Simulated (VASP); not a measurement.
# CaBe2 (Immm) in VASP: single point with PBE

Aim: the single point of CaBe2 with PBE.

Everything below comes from runs of VASP 6.6.1. Logs are shortened: lines on timing, memory, paths and dates and some standing lists are left out, and cuts for length are marked.

## (1) The cell of the first run

Symmetry: Immm, No. 71, orthorhombic system. The conventional cell has a = 5.046 Å, b = 7.369 Å, c = 7.564 Å, α = 90.00°, β = 90.00°, γ = 90.00°. Within 4.1 Å of Ca (site symmetry m2m) lie 12 Be at 2.85 to 4.00 Å and 2 Ca at 3.51 to 3.85 Å. Within 2.7 Å of Be (site symmetry m) lie 2 Be at 2.01 to 2.06 Å.

The cell was generated, and may not be a known phase.

## (2) Single point, PBE

INCAR reads:

```
PREC = Accurate ; ENCUT = 520
EDIFF = 1E-6 ; ISMEAR = 0
SIGMA = 0.1 ; LREAL = F
LASPH = T ; NELM = 100
ALGO = Fast ; ISIF = 2
LWAVE = F ; LCHARG = F
GGA = PE ; NBANDS = 23
```

KPOINTS reads:

```
Automatic mesh
0
Gamma
  10 10 10
```

POSCAR reads:

```
CaBe2
1.0
   -2.5229372177      3.6843659300      3.7819617671
    2.5229372177     -3.6843659300      3.7819617671
    2.5229372177      3.6843659300     -3.7819617671
Ca Be
2 4
Direct
    0.2615371537      0.5000000000      0.7615371537
    0.7384628463      0.5000000000      0.2384628463
    0.2729153712      0.1364417038      0.1364736674
    0.9999680364      0.1364417038      0.8635263326
    0.7270846288      0.8635582962      0.8635263326
    0.0000319636      0.8635582962      0.1364736674
```

Potentials or basis: VASP PAW PBE potentials, release 64 (Ca_sv, Be).

The run is started by

```bash
cat potpaw_PBE.64/Ca_sv/POTCAR potpaw_PBE.64/Be/POTCAR > POTCAR
mpirun -np 1 vasp_std > vasp.out
```

OUTCAR:

```text
PREC = Accurate
   ENCUT = 520
   EDIFF = 1E-6
   ISMEAR = 0
   LREAL = F
   LASPH = T
   NELM = 100
   ISIF = 2
   GGA = PE

 ion  position               nearest neighbor table
   1  0.262  0.500  0.762-
   2  0.738  0.500  0.238-
   3  0.273  0.136  0.136-   4 2.01   6 2.06
   4  1.000  0.136  0.864-   3 2.01   5 2.06
   5  0.727  0.864  0.864-   6 2.01   4 2.06
   6  0.000  0.864  0.136-   5 2.01   3 2.06

  LATTYP: Found a body centered orthorhombic cell.
 ALAT       =     5.0458744354
 B/A-ratio  =     1.4603478454
 C/A-ratio  =     1.4990312643

  Lattice vectors:

 A1 = (  -2.5229372177,   3.6843659300,   3.7819617671)
 A2 = (   2.5229372177,  -3.6843659300,   3.7819617671)
 A3 = (   2.5229372177,   3.6843659300,  -3.7819617671)

Analysis of symmetry for initial positions (statically):
=====================================================================
 Subroutine PRICEL returns:
 Original cell was already a primitive cell.

 Routine SETGRP: Setting up the symmetry group for a
 body centered orthorhombic supercell.

 Subroutine GETGRP returns: Found  8 space group operations
 (whereof  8 operations were pure point group operations)
 out of a pool of  8 trial point group operations.

The static configuration has the point symmetry D_2h.

Analysis of symmetry for dynamics (positions and initial velocities):
=====================================================================
 Subroutine PRICEL returns:
 Original cell was already a primitive cell.

 Routine SETGRP: Setting up the symmetry group for a
 body centered orthorhombic supercell.

 Subroutine GETGRP returns: Found  8 space group operations
 (whereof  8 operations were pure point group operations)
 out of a pool of  8 trial point group operations.

The dynamic configuration has the point symmetry D_2h.

 Subroutine INISYM returns: Found  8 space group operations
 (whereof  8 operations are pure point group operations),
 and found     1 'primitive' translations

----------------------------------------------------------------------------------------

                                     Primitive cell

  volume of cell :     140.6198

  direct lattice vectors                    reciprocal lattice vectors
    -2.522937218  3.684365930  3.781961767     0.000000000  0.135708561  0.132206519
     2.522937218 -3.684365930  3.781961767     0.198181705  0.000000000  0.132206519
     2.522937218  3.684365930 -3.781961767     0.198181705  0.135708561  0.000000000

  length of vectors
     5.851751816  5.851751816  5.851751816     0.189460754  0.238232139  0.240193260

  position of ions in fractional coordinates (direct lattice)
     0.261537154  0.500000000  0.761537154
     0.738462846  0.500000000  0.238462846
     0.272915371  0.136441704  0.136473667
     0.999968036  0.136441704  0.863526333
     0.727084629  0.863558296  0.863526333
     0.000031964  0.863558296  0.136473667

  ion indices of the primitive-cell ions
   primitive index   ion index
                 1           1
                 2           2
                 3           3
                 4           4
                 5           5
                 6           6

----------------------------------------------------------------------------------------

 KPOINTS: Automatic mesh

Automatic generation of k-mesh.
 Grid dimensions read from file:
 generate k-points for:   10   10   10

 Generating k-lattice:

  Cartesian coordinates                     Fractional coordinates (reciprocal lattice)
     0.000000000  0.013570856  0.013220652     0.100000000 -0.000000000  0.000000000
     0.019818171  0.000000000  0.013220652     0.000000000  0.100000000  0.000000000
     0.019818171  0.013570856  0.000000000     0.000000000 -0.000000000  0.100000000

  Length of vectors
     0.018946075  0.023823214  0.024019326

  Shift w.r.t. Gamma in fractional coordinates (k-lattice)
     0.000000000  0.000000000  0.000000000

 Subroutine IBZKPT returns following result:
 ===========================================

 Found    171 irreducible k-points:

 Following reciprocal coordinates:
            Coordinates               Weight
  0.000000  0.000000  0.000000      1.000000
  0.100000  0.000000  0.000000      4.000000
  0.200000  0.000000  0.000000      4.000000
  0.300000  0.000000 -0.000000      4.000000
  0.400000  0.000000  0.000000      4.000000
  0.500000  0.000000 -0.000000      2.000000
[... 16 lines left out ...]
 -0.400000  0.200000  0.000000      8.000000
 -0.300000  0.200000  0.000000      8.000000
 [... further k-points ...]
   k-points           NKPTS =    171   k-points in BZ     NKDIM =    171   number of bands    NBANDS=     23
   number of dos      NEDOS =    301   number of ions     NIONS =      6
   total plane-waves  NPLWV = 110592
   dimension x,y,z NGX =    48 NGY =   48 NGZ =   48
   dimension x,y,z NGXF=    96 NGYF=   96 NGZF=   96
   ions per type =               2   4
   NGX,Y,Z   is equivalent  to a cutoff of  13.64, 13.64, 13.64 a.u.
   NGXF,Y,Z  is equivalent  to a cutoff of  27.27, 27.27, 27.27 a.u.
 SYSTEM =  unknown system
   PREC   = accura    normal or accurate (medium, high low for compatibility)
   ISTART =      0    job   : 0-new  1-cont  2-samecut
   ICHARG =      2    charge: 1-file 2-atom 10-const
   ISPIN  =      1    spin polarized calculation?
   LNONCOLLINEAR =      F non collinear calculations
   LSORBIT =      F    spin-orbit coupling
   LASPH  =      T    aspherical Exc in radial PAW
   ENCUT  =  520.0 eV  38.22 Ry    6.18 a.u.  10.88 10.88 10.88*2*pi/ulx,y,z
   NELM   =    100;   NELMIN=  2; NELMDL= -5     # of ELM steps
   EDIFF  = 0.1E-05   stopping-criterion for ELM
   LREAL  =      F    real-space projection
   EDIFFG = 0.1E-04   stopping-criterion for IOM
   NSW    =      0    number of steps for IOM
   IBRION =     -1    ionic relax: 0-MD 1-quasi-New 2-CG
   NFREE  =      0    steps in history (QN), initial steepest desc. (CG)
   ISIF   =      2    stress and relaxation
   ISYM   =      2    0-nonsym 1-usesym 2-fastsym
   POTIM  = 0.5000    time-step for ionic-motion
   TEBEG  =    0.0;   TEEND  =   0.0 temperature during run
   PSTRESS=    0.0 pullay stress
   NELECT =      28.0000    total number of electrons
   NUPDOWN=      -1.0000    fix difference up-down
   EMIN   =  10.00;   EMAX   =-10.00  energy-range for DOS
   EFERMI =   0.00;   METHOD = LEGACY
   ISMEAR =     0;   SIGMA  =   0.10  broadening in eV -4-tet -1-fermi 0-gaus
   EFERMI_NEDOS =   21; number of points for ismear=-14 and -15
   IALGO  =     68    algorithm
   IMIX   =      4    mixing-type and parameters
     AMIX     =   0.40;   BMIX     =  1.00
     AMIX_MAG =   1.60;   BMIX_MAG =  1.00
  volume/ion in A,a.u.               =      23.44       158.16
  Fermi-wavevector in a.u.,A,eV,Ry     =   0.955972  1.806526 12.434139  0.913883
  Thomas-Fermi vector in A             =   2.084859
   LORBIT       =      0    0 simple, 1 ext, 2 COOP (PROOUT), +10 PAW based schemes
   GGA     = PE    functional components
   LHFCALC =     F    Hartree Fock is set to
   AEXX    =    0.0000 exact exchange contribution
   IVDW    =     0    specifies the selected vdW correction
   LEPSILON=     F    determine dielectric tensor
   LRPA    =     F    only Hartree local field effects (RPA)
 non-spin polarized calculation
 RMM-DIIS sequential band-by-band and
 Gauss-broadening in eV      SIGMA  =   0.10
  energy-cutoff  :      520.00
  volume of cell :      140.62
 maximum number of plane-waves:      3822
 NGX is ok and might be reduce to    48
   NGX = 21   NGY = 21   NGZ = 21

 number of electron      28.0000002 magnetization

 Free energy of the ion-electron system (eV)
  ---------------------------------------------------
  ext. energy  EPLUGINS =         0.00000000
  ---------------------------------------------------
  free energy    TOTEN  =       -13.50331294 eV

  energy without entropy =      -13.48767694  energy(sigma->0) =      -13.49549494

 E-fermi :   1.4197     XC(G=0):  -7.9502

 val. band max:        1.4192569322   @ k =   0.2000  -0.2000   0.1000
 cond. band min:       1.4226798645   @ k =  -0.4000   0.5000   0.2000
 fundamental gap:      0.0034229323
 Fermi energy:         1.4196698425

 k-point     1 :       0.0000    0.0000    0.0000
  band No.  band energies     occupation
      1     -39.6574      2.00000
      2     -39.6443      2.00000
      3     -20.8235      2.00000
      4     -20.6810      2.00000
      5     -20.6593      2.00000
      6     -20.6514      2.00000
[... 15 lines left out ...]
     22       5.3396      0.00000
     23       5.3801      0.00000

 k-point     2 :       0.1000    0.0000    0.0000
  band No.  band energies     occupation
      1     -39.6572      2.00000
      2     -39.6446      2.00000
      3     -20.8208      2.00000
      4     -20.6839      2.00000
      5     -20.6594      2.00000
      6     -20.6514      2.00000
[... 15 lines left out ...]
     22       5.2478      0.00000
     23       5.9197      0.00000

 k-point     3 :       0.2000    0.0000    0.0000
  band No.  band energies     occupation
      1     -39.6565      2.00000
      2     -39.6453      2.00000
      3     -20.8130      2.00000
      4     -20.6922      2.00000
      5     -20.6596      2.00000
      6     -20.6515      2.00000
[... 15 lines left out ...]
     22       5.0590      0.00000
     23       5.5134      0.00000
[... 495 lines left out ...]
 k-point    23 :      -0.4000    0.2000    0.0000
  band No.  band energies     occupation
      1     -39.6546      2.00000
      2     -39.6471      2.00000
      3     -20.7892      2.00000
      4     -20.7168      2.00000
      5     -20.6627      2.00000
      6     -20.6494      2.00000
[... 15 lines left out ...]
     22       4.9588      0.00000
     23       5.1765      0.00000

 k-point    24 :      -0.3000    0.2000    0.0000
  band No.  band energies     occupation
      1     -39.6555      2.00000
      2     -39.6461      2.00000
      3     -20.8011      2.00000
      4     -20.7043      2.00000
      5     -20.6613      2.00000
      6     -20.6500      2.00000
[... 15 lines left out ...]
     22       5.0433      0.00000
     23       5.4403      0.00000

 [... further k-points ...]
[... 5 lines left out ...]
  --------------------------------------------------------------------------------------
  -------------------------------------------------------------------------------------
  Total        0.0579754      0.0327013      0.0552329      0.0000000      0.0000000      0.0000000
  in kB        0.6605540      0.3725888      0.6293061      0.0000000      0.0000000      0.0000000
  external PRESSURE =       0.5541496 kB  Pullay stress =       0.0000000 kB

 VOLUME and BASIS-vectors are now :
 -----------------------------------------------------------------------------
  energy-cutoff  :      520.00
  volume of cell :      140.62
      direct lattice vectors                 reciprocal lattice vectors
    -2.522937218  3.684365930  3.781961767     0.000000000  0.135708561  0.132206519
     2.522937218 -3.684365930  3.781961767     0.198181705  0.000000000  0.132206519
     2.522937218  3.684365930 -3.781961767     0.198181705  0.135708561  0.000000000

 POSITION                                       TOTAL-FORCE (eV/Angst)
 -----------------------------------------------------------------------------------
      2.52294      1.92720      0.00000         0.000000      0.000993     -0.000000
      0.00000      1.75717      3.78196         0.000000     -0.000993     -0.000000
      0.00000      1.00564      1.03203        -0.000000      0.003247      0.005586
      0.00000      6.36309      1.03203         0.000000     -0.003247      0.005586
      2.52294      2.67873      2.74993         0.000000     -0.003247     -0.005586
      2.52294     -2.67873      2.74993         0.000000      0.003247     -0.005586
 -----------------------------------------------------------------------------------
    total drift:                                0.000000      0.000000     -0.000000

  FREE ENERGIE OF THE ION-ELECTRON SYSTEM (eV)
  ---------------------------------------------------
  free  energy   TOTEN  =       -13.5033129405 eV

  energy  without entropy=      -13.4876769437  energy(sigma->0) =      -13.49549494
```

Run time: 17 min. Hardware: 1 thread of Intel Xeon Platinum 8488C (Sapphire Rapids), shared host; peak memory 0.66 GiB.

What came out:

- Free energy: -13.5033 eV
- Pressure: 0.1 GPa
- Largest force: 0.006 eV/Å
- Band gap on the k mesh: zero (bands 14 and 15 overlap by 0.97 eV)

Forces on the atoms (eV/Å):
```
Ca   0.000  0.001  0.000
Ca   0.000 -0.001  0.000
Be   0.000  0.003  0.006
Be   0.000 -0.003  0.006
Be   0.000 -0.003 -0.006
Be   0.000  0.003 -0.006
```

Levels at points of the mesh, in eV from the Fermi level:
```
           k point  band 12  band 13  band 14  band 15  band 16  band 17
(0.00, 0.00, 0.00)    -1.71    -0.52    -0.18    -0.03     0.28     1.73
(0.50, 0.00, 0.00)    -1.17    -0.59    -0.42     0.89     1.40     1.54
(0.00, 0.50, 0.00)    -0.99    -0.92    -0.86    -0.21     1.32     2.18
(0.50, 0.50, 0.00)    -1.23    -1.01    -0.70     0.20     1.65     1.75
(0.50, 0.50, 0.50)    -1.52    -0.83     0.47     0.98     1.53     2.28
```
